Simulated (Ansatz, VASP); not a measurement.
# KCl: VASP beside Ansatz

Contents of INCAR:

```
SYSTEM = KCl
PREC = Accurate
ENCUT = 520
EDIFF = 1E-6
ISMEAR = 0
SIGMA = 0.05
LREAL = .False.
LASPH = .True.
NELM = 80
ALGO = Normal
ISIF = 2
LWAVE = .False.
LCHARG = .False.
GGA = PE
NBANDS = 24
```

The input KPOINTS:

```
regular mesh
0
Gamma
  6 6 6
  0 0 0
```

File POSCAR:

```
KCl
1.0
    0.0000000000     -3.1897839381     -3.1897839381
   -3.1897839381      0.0000000000     -3.1897839381
    3.1897839381      3.1897839381     -6.3795678762
K Cl
2 2
Direct
   -0.0626836044      0.0808071280      0.0000000000
    0.5626836044      0.4191928720      0.5000000000
    0.7500000000      0.7500000000      0.7500000000
    0.2500000000      0.2500000000      0.2500000000
```

Input for Ansatz:

```yaml
crystal:
  lattice:
    - [0.0, -3.1897839381, -3.1897839381]
    - [-3.1897839381, 0.0, -3.1897839381]
    - [3.1897839381, 3.1897839381, -6.3795678762]
  atoms:
    - { symbol: K, position: [-0.0626836044, 0.080807128, 0.0] }
    - { symbol: K, position: [0.5626836044, 0.419192872, 0.5] }
    - { symbol: Cl, position: [0.75, 0.75, 0.75] }
    - { symbol: Cl, position: [0.25, 0.25, 0.25] }
basis:
  ecutwfc: 420
kpoints:
  mp_grid: { grid: [6, 6, 6] }
hamiltonian:
  xc: pbe
  pseudopotentials: { kind: paw }
scf:
  occupations: { method: gaussian, width: 0.05 }
output:
  forces: true
  stress: true
  eigenvalues: true
  write_density: true
  write_potential: true
  elf: true
  volumetric_format: npy
```

Change from the starting cell: mode 4 frozen in at -0.331 Å and mode 9 at +0.000 Å (largest displacements).

Alike in both runs: task single point; functional PBE; k mesh 6 × 6 × 6; occupations gaussian, width 0.05 eV; no spin polarisation.

```csv
,VASP,Ansatz
version,VASP 6.6.1,Ansatz 0.2.0
potentials or method,"VASP PAW PBE potentials, release 64 (K_sv, Cl), cutoff 520 eV","scalar-relativistic, plane waves, PAW"
valence electrons in the cell,32,32
```

|  | VASP | Ansatz | Ansatz less VASP |
| --- | --- | --- | --- |
| gap on the k mesh at the Fermi level (eV) | 5.04 | 5.05 | +0.001 |
| least direct gap on the mesh (eV) | 5.04 | 5.05 | +0.001 |
| pressure (GPa) | 0.7 | 0.7 | -0.03 |
| traceless stress, the component that is largest in VASP (GPa) | -0.67 | -0.66 | +0.013 |
| rms of the force components (eV/Å) | 0.179 | 0.176 | -0.0030 |

Atom by atom the forces differ by 0.003 eV/Å (rms over components).
